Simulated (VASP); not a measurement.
Set up this calculation in VASP 6.6.1, as the native input.

* Task: single point
* Functional: LDA
* Potentials or basis: VASP PAW LDA potentials, release 64 (Si, O)
* Cutoff: 520 eV
* k mesh: 6 × 6 × 6
* Occupations: fermi-dirac, width 0.05 eV
* Spin: no spin polarisation
* Dipole correction: no
* Further INCAR settings: ALGO = Normal; EDIFF = 1e-07; NBANDS = 25

The structure of SiO2 lies in POSCAR:

```
SiO2
1.0
   -2.3740500000      2.3740500000      3.7440000000
    2.3740500000     -2.3740500000      3.7440000000
    2.3740500000      2.3740500000     -3.7440000000
Si O
2 4
Direct
    0.0000000000      0.0000000000      0.0000000000
    0.7500000000      0.2500000000      0.5000000000
    0.9983800000      0.6250000000      0.8733800000
    0.3750000000      0.2483800000      0.3733800000
    0.7516200000      0.1250000000      0.1266200000
    0.8750000000      0.0016200000      0.6266200000
```

The input as run:

INCAR

```
SYSTEM = SiO2
PREC = Accurate
ENCUT = 520
EDIFF = 1E-7
ISMEAR = -1
SIGMA = 0.05
LREAL = .False.
LASPH = .True.
NELM = 80
ALGO = Normal
ISIF = 2
LWAVE = .False.
LCHARG = .False.
GGA = CA
NBANDS = 25
```

KPOINTS

```
Automatic mesh
0
Gamma
  6 6 6
  0 0 0
```

Potentials or basis: VASP PAW LDA potentials, release 64 (Si, O).

The run is started by

```bash
$ cat potpaw_LDA.64/Si/POTCAR potpaw_LDA.64/O/POTCAR > POTCAR
$ mpirun -np 1 vasp_std > vasp.out
```

Results of the run:

```
Pressure               : -2.3 GPa
Largest force          : 0.253 eV/Å
Band gap on the k mesh : 5.82 eV
```

Wall time 82 s on 1 thread of AMD EPYC 7R13 (shared host), peak memory 0.18 GiB.
